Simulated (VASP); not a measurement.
# Fe (Im-3m) in VASP: further runs

Runs on Fe. Level: PBE. Tasks: single point.

Everything below comes from runs of VASP 6.6.1. Logs are shortened: lines on timing, memory, paths and dates and some standing lists are left out, and cuts for length are marked.

## Step 1: The cell of the first run

Symmetry: Im-3m, No. 229, cubic system. The conventional cell has a = 2.886 Å, b = 2.886 Å, c = 2.886 Å, α = 90.00°, β = 90.00°, γ = 90.00°. Fe (site symmetry m-3m) has 14 Fe at 2.50 to 2.89 Å within 3.3 Å.

## Step 2: Single point, PBE, collinear spin, zero start

INCAR reads:

```
PREC     = Accurate       # precision mode
ENCUT    = 600            # plane-wave cutoff, eV
EDIFF    = 1E-6           # SCF threshold, eV
ISMEAR   = -1             # smearing method
SIGMA    = 0.02           # smearing width, eV
LREAL    = F              # projectors in reciprocal space
LASPH    = T              # aspherical terms in the spheres
NELM     = 200            # most SCF steps
ALGO     = Normal         # electronic algorithm
ISIF     = 2              # what is computed and relaxed
LWAVE    = F              # write WAVECAR
LCHARG   = T              # write CHGCAR
ISPIN    = 2              # spin polarisation
MAGMOM   = 0              # initial moments
LORBIT   = 11             # projections on sites
NUPDOWN  = 0.0            # fixed moment
LMAXMIX  = 4              # l up to which the mixer works
GGA      = PE             # functional
LELF     = T              # ELF
LVHAR    = T            
NBANDS   = 14             # bands
GGA_COMPAT= F
```

KPOINTS reads:

```
Automatic mesh
0
Gamma
  7 7 7
```

POSCAR reads:

```
Fe
1.0
   -1.4430000000      1.4430000000      1.4430000000
    1.4430000000     -1.4430000000      1.4430000000
    1.4430000000      1.4430000000     -1.4430000000
Fe
1
Direct
    0.0000000000      0.0000000000      0.0000000000
```

Potentials or basis: VASP PAW PBE potentials, release 64 (Fe).

Run with:

```console
$ cat potpaw_PBE.64/Fe/POTCAR > POTCAR
$ mpirun -np 1 vasp_std > vasp.out
```

OUTCAR:

```text
PREC = Accurate
   ENCUT = 600
   EDIFF = 1E-6
   ISMEAR = -1
   LREAL = F
   LASPH = T
   NELM = 200
   ISIF = 2
   ISPIN = 2
   LORBIT = 11
   NUPDOWN = 0.0
   GGA = PE

 ion  position               nearest neighbor table
   1  0.000  0.000  0.000-

  LATTYP: Found a body centered cubic cell.
 ALAT       =     2.8860000000

  Lattice vectors:

 A1 = (  -1.4430000000,   1.4430000000,   1.4430000000)
 A2 = (   1.4430000000,  -1.4430000000,   1.4430000000)
 A3 = (   1.4430000000,   1.4430000000,  -1.4430000000)

Analysis of symmetry for initial positions (statically):
=====================================================================
 Subroutine PRICEL returns:
 Original cell was already a primitive cell.

 Routine SETGRP: Setting up the symmetry group for a
 body centered cubic supercell.

 Subroutine GETGRP returns: Found 48 space group operations
 (whereof 48 operations were pure point group operations)
 out of a pool of 48 trial point group operations.

The static configuration has the point symmetry O_h .

Analysis of symmetry for dynamics (positions and initial velocities):
=====================================================================
 Subroutine PRICEL returns:
 Original cell was already a primitive cell.

 Routine SETGRP: Setting up the symmetry group for a
 body centered cubic supercell.

 Subroutine GETGRP returns: Found 48 space group operations
 (whereof 48 operations were pure point group operations)
 out of a pool of 48 trial point group operations.

The dynamic configuration has the point symmetry O_h .

Analysis of structural, dynamic, and magnetic symmetry:
=====================================================================
 Subroutine PRICEL returns:
 Original cell was already a primitive cell.

 Routine SETGRP: Setting up the symmetry group for a
 body centered cubic supercell.

 Subroutine GETGRP returns: Found 48 space group operations
 (whereof 48 operations were pure point group operations)
 out of a pool of 48 trial point group operations.

The overall configuration has the point symmetry O_h .

 Subroutine INISYM returns: Found 48 space group operations
 (whereof 48 operations are pure point group operations),
 and found     1 'primitive' translations

----------------------------------------------------------------------------------------

                                     Primitive cell

  volume of cell :      12.0187

[... 122 lines left out ...]
 Free energy of the ion-electron system (eV)
  ---------------------------------------------------
  ext. energy  EPLUGINS =         0.00000000
  ---------------------------------------------------
  free energy    TOTEN  =        -7.60689970 eV

  energy without entropy =       -7.60123313  energy(sigma->0) =       -7.60406641

 E-fermi :   5.2655     XC(G=0): -12.8472

 val. band max:        5.2646855581   @ k =   0.0000   0.0000   0.0000
 cond. band min:       5.2845688997   @ k =   0.1429   0.0000   0.0000
 fundamental gap:      0.0198833416
 Fermi energy:         5.2655391986

 spin component 1

 k-point     1 :       0.0000    0.0000    0.0000
  band No.  band energies     occupation
      1      -2.7859      1.00000
      2       3.8311      1.00000
      3       3.8311      1.00000
      4       3.8311      1.00000
      5       5.2647      0.51076
      6       5.2647      0.51068
      7      29.6069      0.00000
      8      29.6069      0.00000
      9      29.6069      0.00000
     10      34.4844      0.00000
     11      34.4844      0.00000
     12      36.7041      0.00000
     13      36.7041      0.00000
     14      36.7043      0.00000
[... 308 lines left out ...]
  band No.  band energies     occupation
      1       1.6434      1.00000
      2       1.6749      1.00000
      3       5.8126      0.00000
      4       5.8126      0.00000
      5       6.0273      0.00000
      6      12.7022      0.00000
      7      15.6773      0.00000
      8      15.6773      0.00000
      9      20.7818      0.00000
     10      22.0280      0.00000
     11      26.7415      0.00000
     12      42.6341      0.00000
     13      47.6134      0.00000
     14      47.6134      0.00000
 Fermi energy:         5.2655401343

 spin component 2

 k-point     1 :       0.0000    0.0000    0.0000
  band No.  band energies     occupation
      1      -2.7859      1.00000
      2       3.8311      1.00000
      3       3.8311      1.00000
      4       3.8311      1.00000
      5       5.2647      0.51076
      6       5.2647      0.51068
      7      29.6069      0.00000
      8      29.6069      0.00000
      9      29.6069      0.00000
     10      34.4844      0.00000
     11      34.4844      0.00000
     12      36.7041      0.00000
     13      36.7041      0.00000
     14      36.8831      0.00000
[... 309 lines left out ...]
      1       1.6434      1.00000
      2       1.6749      1.00000
      3       5.8126      0.00000
      4       5.8126      0.00000
      5       6.0273      0.00000
      6      12.7022      0.00000
      7      15.6773      0.00000
      8      15.6773      0.00000
      9      20.7818      0.00000
     10      22.0280      0.00000
     11      26.7415      0.00000
     12      42.6341      0.00000
     13      47.6134      0.00000
     14      47.6134      0.00000

------------------------ aborting loop because EDIFF is reached ----------------------------------------

  FORCE on cell =-STRESS in cart. coord.  units (eV):
  Direction    XX          YY          ZZ          XY          YZ          ZX
  --------------------------------------------------------------------------------------
  -------------------------------------------------------------------------------------
  Total       -2.0036844     -2.0036844     -2.0036844      0.0000000     -0.0000000      0.0000000
  in kB     -267.1043225   -267.1043225   -267.1043225      0.0000000     -0.0000000      0.0000000
  external PRESSURE =    -267.1043225 kB  Pullay stress =       0.0000000 kB

 VOLUME and BASIS-vectors are now :
 -----------------------------------------------------------------------------
  energy-cutoff  :      600.00
  volume of cell :       12.02
      direct lattice vectors                 reciprocal lattice vectors
    -1.443000000  1.443000000  1.443000000     0.000000000  0.346500347  0.346500347
     1.443000000 -1.443000000  1.443000000     0.346500347  0.000000000  0.346500347
     1.443000000  1.443000000 -1.443000000     0.346500347  0.346500347  0.000000000

 POSITION                                       TOTAL-FORCE (eV/Angst)
 -----------------------------------------------------------------------------------
      0.00000      0.00000      0.00000        -0.000000      0.000000      0.000000
 -----------------------------------------------------------------------------------
    total drift:                                0.000000     -0.000000      0.000000

  FREE ENERGIE OF THE ION-ELECTRON SYSTEM (eV)
  ---------------------------------------------------
  free  energy   TOTEN  =        -7.6068996997 eV

  energy  without entropy=       -7.6012331254  energy(sigma->0) =       -7.60406641

 total charge

# of ion       s       p       d       tot
------------------------------------------
    1        0.455   0.479   6.215   7.149

 magnetization (x)

# of ion       s       p       d       tot
------------------------------------------
    1        0.000  -0.000   0.000   0.000
```

OSZICAR:

```text
N       E                     dE             d eps       ncg     rms          rms(c)
DAV:   1     0.235255372377E+02    0.23526E+02   -0.44428E+03  1248   0.808E+02
DAV:   2    -0.817150334109E+01   -0.31697E+02   -0.29539E+02  1216   0.136E+02
DAV:   3    -0.916964440693E+01   -0.99814E+00   -0.98908E+00  1388   0.242E+01
DAV:   4    -0.917315745468E+01   -0.35130E-02   -0.35126E-02  1258   0.128E+00
DAV:   5    -0.917317463122E+01   -0.17177E-04   -0.17177E-04  1408   0.913E-02    0.106E+01
DAV:   6    -0.781711751636E+01    0.13561E+01   -0.13341E+01  1366   0.420E+01    0.356E+00
DAV:   7    -0.762674914293E+01    0.19037E+00   -0.14391E+00  1372   0.124E+01    0.102E+00
DAV:   8    -0.761019935415E+01    0.16550E-01   -0.39242E-02  1546   0.160E+00    0.315E-01
DAV:   9    -0.760691067440E+01    0.32887E-02   -0.12774E-03  1342   0.426E-01    0.796E-02
DAV:  10    -0.760690955204E+01    0.11224E-05   -0.37505E-04  1436   0.149E-01    0.337E-02
DAV:  11    -0.760689951799E+01    0.10034E-04   -0.49645E-05  1396   0.626E-02    0.522E-03
DAV:  12    -0.760689969965E+01   -0.18166E-06   -0.30242E-06   890   0.161E-02
   1 F= -.76068997E+01 E0= -.76040664E+01  d E =-.566657E-02  mag=     0.0000
```

It took 4.8 s on 1 thread of Intel Xeon 6975P-C (Granite Rapids), shared host; peak memory 0.13 GiB.

Results:

| Quantity | Value |
| --- | --- |
| Free energy | -7.6069 eV |
| Pressure | -26.7 GPa |
| Net moment | 0.00 μB per cell |
| Valence electrons inside the program's atomic spheres | Fe 7.15 |

Caveat: the k points lie up to 0.44 Å⁻¹ apart; the total moment is fixed, so each spin has its own Fermi level.

## Step 3: Single point, PBE, collinear spin, ferromagnetic start

INCAR reads:

```
SYSTEM = Fe
PREC     = Accurate       ! precision mode
ENCUT    = 600            ! plane-wave cutoff, eV
EDIFF    = 1E-6           ! SCF threshold, eV
ISMEAR   = -1             ! smearing method
SIGMA    = 0.02           ! smearing width, eV
LREAL    = .False.        ! projectors in reciprocal space
LASPH    = .True.         ! aspherical terms in the spheres
NELM     = 200            ! most SCF steps
ALGO     = Normal         ! electronic algorithm
ISIF     = 2              ! what is computed and relaxed
LWAVE    = .False.        ! write WAVECAR
LCHARG   = .False.        ! write CHGCAR
ISPIN    = 2              ! spin polarisation
MAGMOM   = 1.29           ! initial moments
LORBIT   = 11             ! projections on sites
NUPDOWN  = 1.1            ! fixed moment
LMAXMIX  = 4              ! l up to which the mixer works
GGA      = PE             ! functional
NBANDS   = 14             ! bands
GGA_COMPAT= .False.
```

KPOINTS reads:

```
Automatic mesh
0
Gamma
  7 7 7
  0 0 0
```

POSCAR is that of step 2.

Potentials or basis: VASP PAW PBE potentials, release 64 (Fe).

Run with:

```console
$ cat potpaw_PBE.64/Fe/POTCAR > POTCAR
$ mpirun -np 1 vasp_std > vasp.out
```

Wall time 5.4 s (1 thread of Intel Xeon 6975P-C (Granite Rapids), shared host); peak memory 0.13 GiB.

Results (log left out):

```yaml
Free_energy: -7.8807 eV
Pressure: -22.2 GPa
Net_moment: 1.10 μB per cell
Site_moments: Fe +1.13 μB
Valence_electrons_inside_the_program's_atomic_spheres: Fe 7.15
```

Caveat: the k points lie up to 0.44 Å⁻¹ apart; the total moment is fixed, so each spin has its own Fermi level.

## Step 4: Single point, PBE, collinear spin, ferromagnetic start

INCAR reads:

```
ALGO = Normal
EDIFF = 1E-6
ENCUT = 600
GGA = PE
GGA_COMPAT = F
ISIF = 2
ISMEAR = -1
ISPIN = 2
LASPH = T
LCHARG = F
LMAXMIX = 4
LORBIT = 11
LREAL = F
LWAVE = F
MAGMOM = 2.37
NBANDS = 14
NELM = 200
NUPDOWN = 2.1
PREC = Accurate
SIGMA = 0.02
```

KPOINTS reads:

```
k-points
0
Gamma
  7 7 7
```

POSCAR is that of step 3.

Run with:

```console
$ cat potpaw_PBE.64/Fe/POTCAR > POTCAR
$ mpirun -np 1 vasp_std > vasp.out
```

Wall time 5.2 s (1 thread of Intel Xeon 6975P-C (Granite Rapids), shared host); peak memory 0.13 GiB.

It converged, with:

```
Free energy                                           : -8.2054 eV
Pressure                                              : -12.5 GPa
Net moment                                            : 2.10 μB per cell
Site moments                                          : Fe +2.11 μB
Valence electrons inside the program's atomic spheres : Fe 7.15
```

Caveat: the k points lie up to 0.44 Å⁻¹ apart; the total moment is fixed, so each spin has its own Fermi level.

## Step 5: Summary

```tsv
spin	fixed moment (μB)	pressure (GPa)	moment (μB)
collinear, zero start	0.0	-26.7	0.00
collinear, ferromagnetic start	1.1	-22.2	1.10
collinear, ferromagnetic start	2.1	-12.5	2.10
```

Alike in all rows: task single point; level PBE; potentials or basis VASP PAW PBE potentials, release 64 (Fe); cell as given; k mesh 7 × 7 × 7; cutoff (eV) 600; smearing fermi-dirac 0.02 eV.

Caveats: all runs use coarse meshes; the total moment is fixed, so each spin has its own Fermi level.

Total energies depend on the potentials used, so only differences within one code and one set of settings carry meaning.
